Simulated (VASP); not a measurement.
# Ta2C (P-3m1) in VASP: a series of runs, part 2 of 2

VASP 6.6.1. The steps go on from the part before.

### Step 4. Single point, PBEsol (strain +0.050 along x and y, -0.050 along z)

File INCAR:

```
SYSTEM = Ta2C
PREC = Accurate ; ENCUT = 520
EDIFF = 1E-7 ; ISMEAR = 0
SIGMA = 0.15 ; LREAL = .False.
LASPH = .True. ; NELM = 80
ALGO = Normal ; ISIF = 2
LWAVE = .False. ; LCHARG = .False.
GGA = PS ; NBANDS = 20
```

File KPOINTS:

```
Automatic mesh
0
Gamma
  18 18 10
  0 0 0
```

File POSCAR:

```
Ta2C
1.0
    3.2500657396      0.0000000000      0.0000000000
   -1.6250328698      2.8146394945      0.0000000000
    0.0000000000      0.0000000000      4.6750262656
Ta C
2 1
Direct
    0.3333333333      0.6666666667      0.2528761934
    0.6666666667      0.3333333333      0.7471238066
    0.0000000000      0.0000000000      0.0000000000
```

Potentials or basis: VASP PAW PBE potentials, release 64 (Ta_pv, C).

Run with:

```bash
> cat potpaw_PBE.64/Ta_pv/POTCAR potpaw_PBE.64/C/POTCAR > POTCAR
> mpirun -np 1 vasp_std > vasp.out
```

OUTCAR:

```text
SYSTEM = Ta2C
   PREC = Accurate
   ENCUT = 520
   EDIFF = 1E-7
   ISMEAR = 0
   LREAL = .False.
   LASPH = .True.
   NELM = 80
   ISIF = 2
   GGA = PS

 ion  position               nearest neighbor table
   1  0.333  0.667  0.253-   3 2.22   3 2.22   3 2.22   2 2.98   2 2.98   2 2.98   2 3.02   2 3.02
                             2 3.02
   2  0.667  0.333  0.747-   3 2.22   3 2.22   3 2.22   1 2.98   1 2.98   1 2.98   1 3.02   1 3.02
                             1 3.02
   3  0.000  0.000  0.000-   1 2.22   2 2.22   2 2.22   1 2.22   2 2.22   1 2.22

  LATTYP: Found a hexagonal cell.
 ALAT       =     3.2500657396
 C/A-ratio  =     1.4384405240

  Lattice vectors:

 A1 = (   3.2500657396,   0.0000000000,   0.0000000000)
 A2 = (  -1.6250328698,   2.8146394945,   0.0000000000)
 A3 = (   0.0000000000,   0.0000000000,   4.6750262656)

Analysis of symmetry for initial positions (statically):
=====================================================================
 Subroutine PRICEL returns:
 Original cell was already a primitive cell.

 Routine SETGRP: Setting up the symmetry group for a
 hexagonal supercell.

 Subroutine GETGRP returns: Found 12 space group operations
 (whereof 12 operations were pure point group operations)
 out of a pool of 24 trial point group operations.

The static configuration has the point symmetry D_3d.

Analysis of symmetry for dynamics (positions and initial velocities):
=====================================================================
 Subroutine PRICEL returns:
 Original cell was already a primitive cell.

 Routine SETGRP: Setting up the symmetry group for a
 hexagonal supercell.

 Subroutine GETGRP returns: Found 12 space group operations
 (whereof 12 operations were pure point group operations)
 out of a pool of 24 trial point group operations.

The dynamic configuration has the point symmetry D_3d.

 Subroutine INISYM returns: Found 12 space group operations
 (whereof 12 operations are pure point group operations),
 and found     1 'primitive' translations

----------------------------------------------------------------------------------------

                                     Primitive cell

  volume of cell :      42.7660

  direct lattice vectors                    reciprocal lattice vectors
     3.250065740  0.000000000  0.000000000     0.307686084  0.177642643  0.000000000
    -1.625032870  2.814639495  0.000000000     0.000000000  0.355285287  0.000000000
     0.000000000  0.000000000  4.675026266     0.000000000  0.000000000  0.213902542

  length of vectors
     3.250065740  3.250065740  4.675026266     0.355285287  0.355285287  0.213902542

  position of ions in fractional coordinates (direct lattice)
     0.333333333  0.666666667  0.252876193
     0.666666667  0.333333333  0.747123807
     0.000000000  0.000000000  0.000000000

  ion indices of the primitive-cell ions
   primitive index   ion index
                 1           1
                 2           2
                 3           3

----------------------------------------------------------------------------------------

 KPOINTS: Automatic mesh

Automatic generation of k-mesh.
 Grid dimensions read from file:
 generate k-points for:   18   18   10

 Generating k-lattice:

  Cartesian coordinates                     Fractional coordinates (reciprocal lattice)
     0.017093671  0.009869036  0.000000000     0.055555556  0.000000000  0.000000000
     0.000000000  0.019738071  0.000000000     0.000000000  0.055555556  0.000000000
     0.000000000  0.000000000  0.021390254     0.000000000  0.000000000  0.100000000

  Length of vectors
     0.019738071  0.019738071  0.021390254

  Shift w.r.t. Gamma in fractional coordinates (k-lattice)
     0.000000000  0.000000000  0.000000000

 Subroutine IBZKPT returns following result:
 ===========================================

 Found    330 irreducible k-points:

 Following reciprocal coordinates:
            Coordinates               Weight
  0.000000  0.000000  0.000000      1.000000
  0.055556  0.000000  0.000000      6.000000
  0.111111  0.000000  0.000000      6.000000
  0.166667  0.000000  0.000000      6.000000
  0.222222  0.000000  0.000000      6.000000
  0.277778  0.000000  0.000000      6.000000
[... 16 lines left out ...]
  0.333333  0.111111  0.000000     12.000000
  0.388889  0.111111  0.000000     12.000000
 [... further k-points ...]
   k-points           NKPTS =    330   k-points in BZ     NKDIM =    330   number of bands    NBANDS=     20
   number of dos      NEDOS =    301   number of ions     NIONS =      3
   total plane-waves  NPLWV =  20736
   dimension x,y,z NGX =    24 NGY =   24 NGZ =   36
   dimension x,y,z NGXF=    48 NGYF=   48 NGZF=   72
   ions per type =               2   1
   NGX,Y,Z   is equivalent  to a cutoff of  12.28, 12.28, 12.80 a.u.
   NGXF,Y,Z  is equivalent  to a cutoff of  24.55, 24.55, 25.60 a.u.
 SYSTEM =  Ta2C
   PREC   = accura    normal or accurate (medium, high low for compatibility)
   ISTART =      0    job   : 0-new  1-cont  2-samecut
   ICHARG =      2    charge: 1-file 2-atom 10-const
   ISPIN  =      1    spin polarized calculation?
   LNONCOLLINEAR =      F non collinear calculations
   LSORBIT =      F    spin-orbit coupling
   LASPH  =      T    aspherical Exc in radial PAW
   ENCUT  =  520.0 eV  38.22 Ry    6.18 a.u.   6.04  6.04  8.69*2*pi/ulx,y,z
   NELM   =     80;   NELMIN=  2; NELMDL= -5     # of ELM steps
   EDIFF  = 0.1E-06   stopping-criterion for ELM
   LREAL  =      F    real-space projection
   EDIFFG = 0.1E-05   stopping-criterion for IOM
   NSW    =      0    number of steps for IOM
   IBRION =     -1    ionic relax: 0-MD 1-quasi-New 2-CG
   NFREE  =      0    steps in history (QN), initial steepest desc. (CG)
   ISIF   =      2    stress and relaxation
   ISYM   =      2    0-nonsym 1-usesym 2-fastsym
   POTIM  = 0.5000    time-step for ionic-motion
   TEBEG  =    0.0;   TEEND  =   0.0 temperature during run
   PSTRESS=    0.0 pullay stress
   NELECT =      26.0000    total number of electrons
   NUPDOWN=      -1.0000    fix difference up-down
   EMIN   =  10.00;   EMAX   =-10.00  energy-range for DOS
   EFERMI =   0.00;   METHOD = LEGACY
   ISMEAR =     0;   SIGMA  =   0.15  broadening in eV -4-tet -1-fermi 0-gaus
   EFERMI_NEDOS =   21; number of points for ismear=-14 and -15
   IALGO  =     38    algorithm
   IMIX   =      4    mixing-type and parameters
     AMIX     =   0.40;   BMIX     =  1.00
     AMIX_MAG =   1.60;   BMIX_MAG =  1.00
  volume/ion in A,a.u.               =      14.26        96.20
  Fermi-wavevector in a.u.,A,eV,Ry     =   1.386861  2.620787 26.169223  1.923384
  Thomas-Fermi vector in A             =   2.511137
   LORBIT       =      0    0 simple, 1 ext, 2 COOP (PROOUT), +10 PAW based schemes
   GGA     = PS    functional components
   LHFCALC =     F    Hartree Fock is set to
   AEXX    =    0.0000 exact exchange contribution
   IVDW    =     0    specifies the selected vdW correction
   LEPSILON=     F    determine dielectric tensor
   LRPA    =     F    only Hartree local field effects (RPA)
 non-spin polarized calculation
 Gauss-broadening in eV      SIGMA  =   0.15
  energy-cutoff  :      520.00
  volume of cell :       42.77
 maximum number of plane-waves:      1173
   NGX = 13   NGY = 13   NGZ = 17

 number of electron      26.0000002 magnetization

 Free energy of the ion-electron system (eV)
  ---------------------------------------------------
  ext. energy  EPLUGINS =         0.00000000
  ---------------------------------------------------
  free energy    TOTEN  =       -36.35098695 eV

  energy without entropy =      -36.34073369  energy(sigma->0) =      -36.34586032

 E-fermi :   5.9173     XC(G=0): -12.7011

 val. band max:        5.9150720950   @ k =  -0.0556   0.2778   0.3000
 cond. band min:       5.9184354808   @ k =   0.0556   0.0000   0.3000
 fundamental gap:      0.0033633859
 Fermi energy:         5.9173000539

 k-point     1 :       0.0000    0.0000    0.0000
  band No.  band energies     occupation
      1     -28.7464      2.00000
      2     -28.2184      2.00000
      3     -28.2184      2.00000
      4     -28.0506      2.00000
      5     -28.0506      2.00000
      6     -27.8204      2.00000
[... 12 lines left out ...]
     19       8.9446      0.00000
[... 513 lines left out ...]
      4     -28.3647      2.00000
      5     -28.1051      2.00000
      6     -28.0821      2.00000
[... 12 lines left out ...]
     19      11.1041      0.00000
     20      12.0948      0.00000

 [... further k-points ...]

------------------------ aborting loop because EDIFF is reached ----------------------------------------

  FORCE on cell =-STRESS in cart. coord.  units (eV):
  Direction    XX          YY          ZZ          XY          YZ          ZX
  --------------------------------------------------------------------------------------
  -------------------------------------------------------------------------------------
  Total       -5.5082136     -5.5082136      2.9239145      0.0000000      0.0000000      0.0000000
  in kB     -206.3585087   -206.3585087    109.5408919      0.0000000      0.0000000      0.0000000
  external PRESSURE =    -101.0587085 kB  Pullay stress =       0.0000000 kB

 VOLUME and BASIS-vectors are now :
 -----------------------------------------------------------------------------
  energy-cutoff  :      520.00
  volume of cell :       42.77
      direct lattice vectors                 reciprocal lattice vectors
     3.250065740  0.000000000  0.000000000     0.307686084  0.177642643  0.000000000
    -1.625032870  2.814639495  0.000000000     0.000000000  0.355285287  0.000000000
     0.000000000  0.000000000  4.675026266     0.000000000  0.000000000  0.213902542

 POSITION                                       TOTAL-FORCE (eV/Angst)
 -----------------------------------------------------------------------------------
     -0.00000      1.87643      1.18220         0.000000     -0.000000     -0.304800
      1.62503      0.93821      3.49282        -0.000000      0.000000      0.304800
      0.00000      0.00000      0.00000        -0.000000      0.000000     -0.000000
 -----------------------------------------------------------------------------------
    total drift:                                0.000000     -0.000000      0.000000

  FREE ENERGIE OF THE ION-ELECTRON SYSTEM (eV)
  ---------------------------------------------------
  free  energy   TOTEN  =       -36.3509869532 eV

  energy  without entropy=      -36.3407336886  energy(sigma->0) =      -36.34586032
```

OSZICAR:

```text
N       E                     dE             d eps       ncg     rms          rms(c)
DAV:   1     0.195187989596E+03    0.19519E+03   -0.14841E+04 13200   0.135E+03
DAV:   2    -0.319636113645E+02   -0.22715E+03   -0.22182E+03 14840   0.375E+02
DAV:   3    -0.401435251386E+02   -0.81799E+01   -0.80610E+01 16816   0.638E+01
DAV:   4    -0.402426327298E+02   -0.99108E-01   -0.98841E-01 16548   0.683E+00
DAV:   5    -0.402435239565E+02   -0.89123E-03   -0.89095E-03 16408   0.601E-01    0.262E+01
DAV:   6    -0.366024223111E+02    0.36411E+01   -0.17163E+01 16896   0.233E+01    0.109E+01
DAV:   7    -0.364044054139E+02    0.19802E+00   -0.13127E+00 14932   0.692E+00    0.545E+00
DAV:   8    -0.363563096754E+02    0.48096E-01   -0.21384E-01 15744   0.296E+00    0.493E-01
DAV:   9    -0.363513964184E+02    0.49133E-02   -0.26679E-02 16060   0.914E-01    0.201E-01
DAV:  10    -0.363510657264E+02    0.33069E-03   -0.37774E-03 16876   0.471E-01    0.583E-02
DAV:  11    -0.363509881298E+02    0.77597E-04   -0.50056E-04 16060   0.136E-01    0.279E-02
DAV:  12    -0.363509874565E+02    0.67330E-06   -0.30407E-05 15428   0.395E-02    0.731E-03
DAV:  13    -0.363509873351E+02    0.12144E-06   -0.67896E-06 15396   0.137E-02    0.472E-03
DAV:  14    -0.363509869490E+02    0.38603E-06   -0.12842E-06 15648   0.727E-03    0.799E-04
DAV:  15    -0.363509869532E+02   -0.42232E-08   -0.65568E-08  8588   0.166E-03
   1 F= -.36350987E+02 E0= -.36345860E+02  d E =-.102533E-01
```

stdout:

```text
POSCAR found type information on POSCAR TaC
 POSCAR found :  2 types and       3 ions
 scaLAPACK will be used
 -----------------------------------------------------------------------------
|                                                                             |
|                                                                             |
|     You enforced a specific xc type in the INCAR file but a different       |
|     I HOPE YOU KNOW WHAT YOU ARE DOING!                                     |
|                                                                             |
 -----------------------------------------------------------------------------

 LDA part: xc-table for (Slater+PW92), standard interpolation
 POSCAR, INCAR and KPOINTS ok, starting setup
 FFT: planning ... GRIDC
 FFT: planning ... GRID_SOFT
 FFT: planning ... GRID
 WAVECAR not read
 entering main loop
```

Run time: 4.1 min. Hardware: 1 thread of Intel Xeon 8259CL, shared host; peak memory 0.36 GiB.

What came out:

| Item | Value |
| --- | --- |
| Free energy | -36.3510 eV |
| Pressure | -10.1 GPa |
| Largest force | 0.305 eV/Å |
| Band gap on the k mesh | zero (bands 13 and 14 overlap by 1.13 eV) |

Forces in eV/Å, atoms in the order of the input:
```
Ta   0.000  0.000 -0.305
Ta   0.000  0.000  0.305
C    0.000  0.000  0.000
```

Stress tensor (GPa, compression positive):
```
-20.64   0.00   0.00
  0.00 -20.64   0.00
  0.00   0.00  10.95
```

Caveat: the cell differs from its parent crystal (strain +0.050 along x and y, -0.050 along z); the stress differs along the axes, from -21 to 11 GPa; the PAW data sets were made with another functional, which shifts forces and pressure a little; spin-orbit coupling is left out, which moves the levels of the heavy elements.

### Step 5. Single point, PBEsol (strain +0.000 along x and y, +0.050 along z)

File INCAR:

```
ALGO = Normal ; EDIFF = 1E-7
ENCUT = 520 ; GGA = PS
ISIF = 2 ; ISMEAR = 0
LASPH = True ; LCHARG = False
LREAL = False ; LWAVE = False
NBANDS = 20 ; NELM = 60
PREC = Accurate ; SIGMA = 0.15
```

File KPOINTS:

```
k-points
0
Gamma
  18 18 10
```

File POSCAR:

```
Ta2C
1.0
    3.0953007044      0.0000000000      0.0000000000
   -1.5476503522      2.6806090424      0.0000000000
    0.0000000000      0.0000000000      5.1671342936
Ta C
2 1
Direct
    0.3333333333      0.6666666667      0.2528761934
    0.6666666667      0.3333333333      0.7471238066
    0.0000000000      0.0000000000      0.0000000000
```

Potentials or basis: VASP PAW PBE potentials, release 64 (Ta_pv, C).

Run with:

```bash
> cat potpaw_PBE.64/Ta_pv/POTCAR potpaw_PBE.64/C/POTCAR > POTCAR
> mpirun -np 1 vasp_std > vasp.out
```

OUTCAR:

```text
EDIFF = 1E-7
   ENCUT = 520
   GGA = PS
   ISIF = 2
   ISMEAR = 0
   LASPH = True
   LREAL = False
   NELM = 60
   PREC = Accurate

 ion  position               nearest neighbor table
   1  0.333  0.667  0.253-   3 2.21   3 2.21   3 2.21   2 3.12   2 3.12   2 3.12   2 3.17   2 3.17
                             2 3.17
   2  0.667  0.333  0.747-   3 2.21   3 2.21   3 2.21   1 3.12   1 3.12   1 3.12   1 3.17   1 3.17
[... 751 lines left out ...]

  FORCE on cell =-STRESS in cart. coord.  units (eV):
  Direction    XX          YY          ZZ          XY          YZ          ZX
  --------------------------------------------------------------------------------------
  -------------------------------------------------------------------------------------
  Total       -1.8136787     -1.8136787     -6.3652116      0.0000000      0.0000000      0.0000000
  in kB      -67.7773923    -67.7773923   -237.8687315      0.0000000      0.0000000      0.0000000
  external PRESSURE =    -124.4745053 kB  Pullay stress =       0.0000000 kB

 VOLUME and BASIS-vectors are now :
 -----------------------------------------------------------------------------
  energy-cutoff  :      520.00
  volume of cell :       42.87
      direct lattice vectors                 reciprocal lattice vectors
     3.095300704  0.000000000  0.000000000     0.323070388  0.186524776  0.000000000
    -1.547650352  2.680609042  0.000000000     0.000000000  0.373049551  0.000000000
     0.000000000  0.000000000  5.167134294     0.000000000  0.000000000  0.193530871

 POSITION                                       TOTAL-FORCE (eV/Angst)
 -----------------------------------------------------------------------------------
     -0.00000      1.78707      1.30665        -0.000000      0.000000     -0.527406
      1.54765      0.89354      3.86049        -0.000000     -0.000000      0.527406
      0.00000      0.00000      0.00000         0.000000      0.000000      0.000000
 -----------------------------------------------------------------------------------
    total drift:                                0.000000     -0.000000     -0.000000

  FREE ENERGIE OF THE ION-ELECTRON SYSTEM (eV)
  ---------------------------------------------------
  free  energy   TOTEN  =       -36.5528753505 eV

  energy  without entropy=      -36.5449969100  energy(sigma->0) =      -36.54893613
```

Wall time 5 min (1 thread of Intel Xeon 8259CL, shared host); peak memory 0.36 GiB.

Results:

```yaml
Free_energy: -36.5529 eV
Pressure: -12.4 GPa
Largest_force: 0.527 eV/Å
Band_gap_on_the_k_mesh: zero (bands 13 and 14 overlap by 0.56 eV)
```

Forces on the atoms (eV/Å):
```
Ta   0.000  0.000 -0.527
Ta   0.000  0.000  0.527
C    0.000  0.000  0.000
```

Levels at points of the mesh, in eV from the Fermi level:
```
           k point  band 10  band 11  band 12  band 13  band 14  band 15  band 16  band 17
(0.00, 0.00, 0.00)    -3.22    -3.22    -0.41     0.45     0.45     1.38     1.38     2.25
(0.50, 0.00, 0.00)    -3.68    -3.60    -1.68    -0.30     2.55     3.65     4.25     5.00
(0.00, 0.00, 0.50)    -3.41    -2.12    -1.75    -0.11    -0.11     2.78     2.78     3.12
(0.50, 0.00, 0.50)    -3.32    -2.61    -1.14    -0.99     1.14     1.61     4.40     4.72
```

Caveat: the cell differs from its parent crystal (strain +0.000 along x and y, +0.050 along z); the stress differs along the axes, from -24 to -7 GPa; the PAW data sets were made with another functional, which shifts forces and pressure a little; spin-orbit coupling is left out, which moves the levels of the heavy elements.

### Step 6. Summary

| cell | gap on the mesh (eV) | pressure (GPa) | largest force (eV/Å) |
| --- | --- | --- | --- |
| a = 3.095, b = 3.095, c = 5.044 Å, angles 90.0, 90.0, 120.0°, 3 atoms | none | -6.5 | 0.24 |
| a = 3.173, b = 3.173, c = 4.798 Å, angles 90.0, 90.0, 120.0°, 3 atoms | none | -5.6 | 0.09 |
| a = 3.250, b = 3.250, c = 4.675 Å, angles 90.0, 90.0, 120.0°, 3 atoms | none | -10.1 | 0.30 |
| a = 3.095, b = 3.095, c = 5.167 Å, angles 90.0, 90.0, 120.0°, 3 atoms | none | -12.4 | 0.53 |

Alike in all rows: task single point; level PBEsol; potentials or basis VASP PAW PBE potentials, release 64 (Ta_pv, C); no spin polarisation; k mesh 18 × 18 × 10; cutoff (eV) 520; smearing gaussian 0.15 eV.

Caveats: the PAW data sets were made with another functional, which shifts forces and pressure a little; spin-orbit coupling is left out, which moves the levels of the heavy elements; the stress differs along the axes, from -12 to -4 GPa (at least some runs); the stress differs along the axes, from -11 to 6 GPa (at least some runs); the stress differs along the axes, from -21 to 11 GPa (at least some runs); the stress differs along the axes, from -24 to -7 GPa (at least some runs).

Total energies depend on the potentials used, so only differences within one code and one set of settings carry meaning.

The gap in the log of VASP goes by the Fermi energy; the results here count the filled bands.